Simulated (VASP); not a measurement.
Crystal: Ga2P.

```
Ga P
1.0
     4.76966    0.00000    0.00000
    -2.38483    4.13065    0.00000
     0.00000    0.00000    2.76291
Ga P
2 1
Direct
  0.66667 0.33333 0.50000
  0.33333 0.66667 0.50000
  0.00000 0.00000 0.00000
```

The cell was generated, and may not be a known phase.

| Property | Result |
| --- | --- |
| Program | VASP 6.6.1 |
| Task | relaxation of cell and atoms |
| Functional | PBE |
| Potentials or basis | VASP PAW PBE potentials, release 64 (Ga_d, P) |
| Cutoff | 600 eV |
| k mesh | 12 × 12 × 16 |
| Occupations | gaussian, width 0.1 eV |
| Spin | no spin polarisation |

At the start: pressure -0.0 GPa; volume 18.14 Å³/atom.

Q: Where does the relaxation end?

A: Over 12 steps the energy falls by 4.5 meV/atom and the volume is 18.05 Å³/atom (-0.5 %); space group P6/mmm (No. 191, to 0.1 Å) before and after.

The path:
```
step  energy change (eV)  largest force (eV/Å)  pressure (GPa)  volume (Å³)
   1              0.0000                0.0000           -0.03        54.43
   2             -0.0061                0.0000           -0.16        54.41
   3             -0.0101                0.0000           -0.02        54.29
   4             -0.0129                0.0000           -0.21        54.36
   5             -0.0133                0.0000           -0.16        54.33
   6             -0.0134                0.0000           -0.18        54.34
   7             -0.0134                0.0000           -0.20        54.34
   8             -0.0135                0.0000            0.09        54.09
   9             -0.0135                0.0000           -0.02        54.17
  10             -0.0135                0.0000            0.04        54.17
  11             -0.0135                0.0000           -0.04        54.17
  12             -0.0135                0.0000            0.02        54.14
```

Final structure:
```
CELL_PARAMETERS angstrom
4.81780 0.00000 0.00000
-2.40890 4.17233 0.00000
0.00000 0.00000 2.69331
ATOMIC_POSITIONS crystal
Ga 0.66667 0.33333 0.50000
Ga 0.33333 0.66667 0.50000
P 0.00000 0.00000 0.00000
```
